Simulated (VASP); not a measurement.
# C (P6_3/mmc) in VASP: notebook

C is run at these levels: PBEsol+D3(BJ); tasks: single point.

Program: VASP 6.6.1. These are calculated values, not measurements. Logs are shortened: lines on timing, memory, paths and dates and some standing lists are left out, and cuts for length are marked.

## (1) The cell of the first run

The structure is hexagonal, space group P6_3/mmc (No. 194). Conventional cell: a = 2.263 Å, b = 2.263 Å, c = 6.833 Å, α = 90.00°, β = 90.00°, γ = 120.00°. C (site symmetry -6m2) has 3 C at 1.31 Å within 1.7 Å. Within 1.7 Å of C (site symmetry -6m2) lie 3 C at 1.31 Å.

## (2) Single point, PBEsol+D3(BJ) (volume 7.574 Å^3 an atom, c/a of the conventional cell 3.0200)

The input, INCAR:

```
ALGO = Normal ; EDIFF = 1E-6
ENCUT = 520 ; GGA = PS
ISIF = 2 ; ISMEAR = 0
IVDW = 12 ; LASPH = T
LCHARG = F ; LREAL = F
LWAVE = F ; NBANDS = 16
NELM = 100 ; PREC = Accurate
SIGMA = 0.15
```

The input, KPOINTS:

```
k-points
0
Gamma
  21 21 8
```

The input, POSCAR:

```
C
1.0
    2.2626423200      0.0000000000      0.0000000000
   -1.1313211600      1.9595057288      0.0000000000
    0.0000000000      0.0000000000      6.8331798064
C
4
Direct
    0.0000000000      0.0000000000      0.0025000000
    0.0000000000      0.0000000000      0.5025000000
    0.3333333333      0.6666666667      0.0025000000
    0.6666666667      0.3333333333      0.5025000000
```

Potentials or basis: VASP PAW PBE potentials, release 64 (C).

Command:

```console
cat potpaw_PBE.64/C/POTCAR > POTCAR
mpirun -np 1 vasp_std > vasp.out
```

OUTCAR:

```text
EDIFF = 1E-6
   ENCUT = 520
   GGA = PS
   ISIF = 2
   ISMEAR = 0
   IVDW = 12
   LASPH = T
   LREAL = F
   NELM = 100
   PREC = Accurate
 IVDW          = 12

 ion  position               nearest neighbor table
   1  0.000  0.000  0.002-   3 1.31   3 1.31   3 1.31
   2  0.000  0.000  0.502-   4 1.31   4 1.31   4 1.31
   3  0.333  0.667  0.002-   1 1.31   1 1.31   1 1.31
   4  0.667  0.333  0.502-   2 1.31   2 1.31   2 1.31

  LATTYP: Found a hexagonal cell.
 ALAT       =     2.2626423200
 C/A-ratio  =     3.0200000000

  Lattice vectors:

 A1 = (   2.2626423200,   0.0000000000,   0.0000000000)
 A2 = (  -1.1313211600,   1.9595057288,   0.0000000000)
 A3 = (   0.0000000000,   0.0000000000,   6.8331798064)

Analysis of symmetry for initial positions (statically):
=====================================================================
 Subroutine PRICEL returns:
 Original cell was already a primitive cell.

 Routine SETGRP: Setting up the symmetry group for a
 hexagonal supercell.

 Subroutine GETGRP returns: Found 24 space group operations
 (whereof  6 operations were pure point group operations)
 out of a pool of 24 trial point group operations.

The static configuration has the point symmetry C_3v.
 The point group associated with its full space group is D_6h.

Analysis of symmetry for dynamics (positions and initial velocities):
=====================================================================
 Subroutine PRICEL returns:
 Original cell was already a primitive cell.

 Routine SETGRP: Setting up the symmetry group for a
 hexagonal supercell.

 Subroutine GETGRP returns: Found 24 space group operations
 (whereof  6 operations were pure point group operations)
 out of a pool of 24 trial point group operations.

The dynamic configuration has the point symmetry C_3v.
 The point group associated with its full space group is D_6h.

 Subroutine INISYM returns: Found 24 space group operations
 (whereof  6 operations are pure point group operations),
 and found     1 'primitive' translations

----------------------------------------------------------------------------------------

                                     Primitive cell

  volume of cell :      30.2960

[... 91 lines left out ...]
   NELM   =    100;   NELMIN=  2; NELMDL= -5     # of ELM steps
   EDIFF  = 0.1E-05   stopping-criterion for ELM
   LREAL  =      F    real-space projection
   EDIFFG = 0.1E-04   stopping-criterion for IOM
   NSW    =      0    number of steps for IOM
   IBRION =     -1    ionic relax: 0-MD 1-quasi-New 2-CG
   NFREE  =      0    steps in history (QN), initial steepest desc. (CG)
   ISIF   =      2    stress and relaxation
   ISYM   =      2    0-nonsym 1-usesym 2-fastsym
   POTIM  = 0.5000    time-step for ionic-motion
   TEBEG  =    0.0;   TEEND  =   0.0 temperature during run
   PSTRESS=    0.0 pullay stress
   NELECT =      16.0000    total number of electrons
   NUPDOWN=      -1.0000    fix difference up-down
   EMIN   =  10.00;   EMAX   =-10.00  energy-range for DOS
   EFERMI =   0.00;   METHOD = LEGACY
   ISMEAR =     0;   SIGMA  =   0.15  broadening in eV -4-tet -1-fermi 0-gaus
   EFERMI_NEDOS =   21; number of points for ismear=-14 and -15
   IALGO  =     38    algorithm
   IMIX   =      4    mixing-type and parameters
     AMIX     =   0.40;   BMIX     =  1.00
     AMIX_MAG =   1.60;   BMIX_MAG =  1.00
  volume/ion in A,a.u.               =       7.57        51.11
  Fermi-wavevector in a.u.,A,eV,Ry     =   1.323284  2.500644 23.824897  1.751081
  Thomas-Fermi vector in A             =   2.452903
   LORBIT       =      0    0 simple, 1 ext, 2 COOP (PROOUT), +10 PAW based schemes
   GGA     = PS    functional components
   LHFCALC =     F    Hartree Fock is set to
   AEXX    =    0.0000 exact exchange contribution
   IVDW    =    12    specifies the selected vdW correction
   LEPSILON=     F    determine dielectric tensor
   LRPA    =     F    only Hartree local field effects (RPA)
 non-spin polarized calculation
 Gauss-broadening in eV      SIGMA  =   0.15
  energy-cutoff  :      520.00
  volume of cell :       30.30
 maximum number of plane-waves:       830
 NGX is ok and might be reduce to    18
   NGX =  9   NGY =  9   NGZ = 25

 number of electron      15.9999997 magnetization

 Free energy of the ion-electron system (eV)
  ---------------------------------------------------
  ext. energy  EPLUGINS =         0.00000000
  ---------------------------------------------------
  free energy    TOTEN  =       -36.36369899 eV

  energy without entropy =      -36.36280836  energy(sigma->0) =      -36.36325367

 E-fermi :   6.0529     XC(G=0): -10.9213

 val. band max:        6.0528293138   @ k =   0.3333   0.3333   0.5000
 cond. band min:       6.0603019124   @ k =   0.3333   0.3333   0.3750
 fundamental gap:      0.0074725985
 Fermi energy:         6.0528879831

 k-point     1 :       0.0000    0.0000    0.0000
  band No.  band energies     occupation
      1     -15.6700      2.00000
      2     -15.4340      2.00000
      3      -4.2624      2.00000
      4      -2.6145      2.00000
      5       3.2861      2.00000
      6       3.2861      2.00000
[... 433 lines left out ...]
      3      -2.0492      2.00000
      4      -1.3956      2.00000
      5      -1.3432      2.00000
      6      -0.5033      2.00000
[... 8 lines left out ...]
     15      21.4829      0.00000
     16      21.6408      0.00000

 [... further k-points ...]

------------------------ aborting loop because EDIFF is reached ----------------------------------------

 Edisp (eV)   -0.39507

 E8    (eV) :    -0.1922

  FORCE on cell =-STRESS in cart. coord.  units (eV):
  Direction    XX          YY          ZZ          XY          YZ          ZX
  --------------------------------------------------------------------------------------
  -------------------------------------------------------------------------------------
  Total      27.72843    27.72843    -0.32370    -0.00000    -0.00000     0.00000
  in kB    1466.39388  1466.39388   -17.11861    -0.00000    -0.00000     0.00000
  external pressure =      971.89 kB  Pullay stress =        0.00 kB

 VOLUME and BASIS-vectors are now :
 -----------------------------------------------------------------------------
  energy-cutoff  :      520.00
  volume of cell :       30.30
      direct lattice vectors                 reciprocal lattice vectors
     2.262642320  0.000000000  0.000000000     0.441961149  0.255166388  0.000000000
    -1.131321160  1.959505729  0.000000000     0.000000000  0.510332777  0.000000000
     0.000000000  0.000000000  6.833179806     0.000000000  0.000000000  0.146344751

 POSITION                                       TOTAL-FORCE (eV/Angst)
 -----------------------------------------------------------------------------------
      0.00000      0.00000      0.01708        -0.000000      0.000000      0.000000
      0.00000      0.00000      3.43367         0.000000     -0.000000      0.000000
     -0.00000      1.30634      0.01708        -0.000000      0.000000      0.000000
      1.13132      0.65317      3.43367         0.000000      0.000000     -0.000000
 -----------------------------------------------------------------------------------
    total drift:                               -0.000000     -0.000000      0.000041

  FREE ENERGIE OF THE ION-ELECTRON SYSTEM (eV)
  ---------------------------------------------------
  free  energy   TOTEN  =       -36.7587701493 eV

  energy  without entropy=      -36.7578795276  energy(sigma->0) =      -36.75832484
```

stdout:

```text
POSCAR found type information on POSCAR C
 POSCAR found :  1 types and       4 ions
 scaLAPACK will be used
 -----------------------------------------------------------------------------
|                                                                             |
|                                                                             |
|     You enforced a specific xc type in the INCAR file but a different       |
|     I HOPE YOU KNOW WHAT YOU ARE DOING!                                     |
|                                                                             |
 -----------------------------------------------------------------------------

 LDA part: xc-table for (Slater+PW92), standard interpolation
 POSCAR, INCAR and KPOINTS ok, starting setup
 FFT: planning ... GRIDC
 FFT: planning ... GRID_SOFT
 FFT: planning ... GRID
 WAVECAR not read
 entering main loop
```

It took 44 s on 1 thread of Intel Xeon 6975P-C (Granite Rapids), shared host; peak memory 0.21 GiB.

What came out:

```yaml
Free_energy: -36.7588 eV
Pressure: 97.2 GPa
Band_gap_on_the_k_mesh: zero (band 8 reaches 6.06 eV, above the bottom of band 9 at 6.04 eV)
Dispersion_energy_per_atom: -0.099 eV
```

Caveat: the PAW data sets were made with another functional, which shifts forces and pressure a little; pairwise dispersion overbinds metals, which lowers pressure and volume.

## (3) Single point, PBEsol+D3(BJ) (volume 7.574 Å^3 an atom, c/a of the conventional cell 2.3729)

The input, INCAR:

```
SYSTEM = C
PREC = Accurate
ENCUT = 520
EDIFF = 1E-7
ISMEAR = 0
SIGMA = 0.15
LREAL = .False.
LASPH = .True.
NELM = 80
ALGO = Normal
ISIF = 2
LWAVE = .False.
LCHARG = .False.
GGA = PS
IVDW = 12
NBANDS = 16
```

The input, KPOINTS:

```
Automatic mesh
0
Gamma
  21 21 8
  0 0 0
```

The input, POSCAR:

```
C
1.0
    2.4520260214      0.0000000000      0.0000000000
   -1.2260130107      2.1235168253      0.0000000000
    0.0000000000      0.0000000000      5.8184125462
C
4
Direct
    0.0000000000      0.0000000000      0.0025000000
    0.0000000000      0.0000000000      0.5025000000
    0.3333333333      0.6666666667      0.0025000000
    0.6666666667      0.3333333333      0.5025000000
```

Potentials or basis: VASP PAW PBE potentials, release 64 (C).

Command:

```console
cat potpaw_PBE.64/C/POTCAR > POTCAR
mpirun -np 1 vasp_std > vasp.out
```

Wall time 40 s (1 thread of Intel Xeon 6975P-C (Granite Rapids), shared host); peak memory 0.21 GiB.

It converged, with:

```yaml
Free_energy: -38.9195 eV
Pressure: 6.2 GPa
Band_gap_on_the_k_mesh: zero (band 8 reaches 6.04 eV, above the bottom of band 9 at 5.90 eV)
Dispersion_energy_per_atom: -0.126 eV
```

Stress tensor (GPa, compression positive):
```
4.77 0.00 0.00
0.00 4.77 0.00
0.00 0.00 9.21
```

Levels at points of the mesh, in eV from the Fermi level:
```csv
k point,band 5,band 6,band 7,band 8,band 9,band 10,band 11,band 12
"(0.00, 0.00, 0.00)",-2.90,-2.90,-2.83,-2.83,5.71,8.44,8.44,8.60
"(0.00, 0.00, 0.50)",-2.87,-2.87,-2.87,-2.87,8.51,8.51,8.51,8.51
```

Caveat: the PAW data sets were made with another functional, which shifts forces and pressure a little; pairwise dispersion overbinds metals, which lowers pressure and volume.

## (4) Single point, PBEsol+D3(BJ) (volume 7.574 Å^3 an atom, c/a of the conventional cell 2.6770)

The input, INCAR:

```
SYSTEM = C
PREC = Accurate ; ENCUT = 520
EDIFF = 1E-7 ; ISMEAR = 0
SIGMA = 0.15 ; LREAL = .FALSE.
LASPH = .TRUE. ; NELM = 60
ALGO = Normal ; ISIF = 2
LWAVE = .FALSE. ; LCHARG = .TRUE.
GGA = PS ; IVDW = 12
LELF = .TRUE. ; LVHAR = .TRUE.
NBANDS = 16
```

The input, KPOINTS:

```
regular mesh
0
G
  21 21 8
  0 0 0
```

The input, POSCAR:

```
C
1.0
    2.3554258971      0.0000000000      0.0000000000
   -1.1777129486      2.0398586636      0.0000000000
    0.0000000000      0.0000000000      6.3054453956
C
4
Direct
    0.0000000000      0.0000000000      0.0025000000
    0.0000000000      0.0000000000      0.5025000000
    0.3333333333      0.6666666667      0.0025000000
    0.6666666667      0.3333333333      0.5025000000
```

Command:

```console
cat potpaw_PBE.64/C/POTCAR > POTCAR
mpirun -np 1 vasp_std > vasp.out
```

It took 46 s on 1 thread of Intel Xeon 6975P-C (Granite Rapids), shared host; peak memory 0.21 GiB.

The run converged. Its results:

```
Free energy                : -38.4169 eV
Pressure                   : 49.2 GPa
Band gap on the k mesh     : zero (band 8 reaches 6.03 eV, above the bottom of band 9 at 5.97 eV)
Dispersion energy per atom : -0.111 eV
```

Stress tensor (GPa, compression positive):
```
72.87  0.00  0.00
 0.00 72.87  0.00
 0.00  0.00  1.80
```

Levels at points of the mesh, in eV from the Fermi level:
```csv
k point,band 4,band 5,band 6,band 7,band 8,band 9,band 10,band 11,band 12,band 13
"(0.00, 0.00, 0.00)",-7.16,-2.86,-2.86,-2.83,-2.83,4.08,9.26,9.26,9.34,9.34
"(0.00, 0.00, 0.50)",-8.61,-2.85,-2.85,-2.85,-2.85,7.27,7.27,9.30,9.30,9.30
```

Caveat: the PAW data sets were made with another functional, which shifts forces and pressure a little; pairwise dispersion overbinds metals, which lowers pressure and volume.

## (5) Overview

| cell | gap on the mesh (eV) | pressure (GPa) |
| --- | --- | --- |
| a = 2.263, b = 2.263, c = 6.833 Å, angles 90.0, 90.0, 120.0°, 4 atoms | none | 97.2 |
| a = 2.452, b = 2.452, c = 5.818 Å, angles 90.0, 90.0, 120.0°, 4 atoms | none | 6.2 |
| a = 2.355, b = 2.355, c = 6.305 Å, angles 90.0, 90.0, 120.0°, 4 atoms | none | 49.2 |

Alike in all rows: task single point; level PBEsol+D3(BJ); potentials or basis VASP PAW PBE potentials, release 64 (C); no spin polarisation; k mesh 21 × 21 × 8; cutoff (eV) 520; smearing gaussian 0.15 eV.

Caveats: the PAW data sets were made with another functional, which shifts forces and pressure a little; pairwise dispersion overbinds metals, which lowers pressure and volume.

Absolute energies hang on the potentials; compare differences alone.
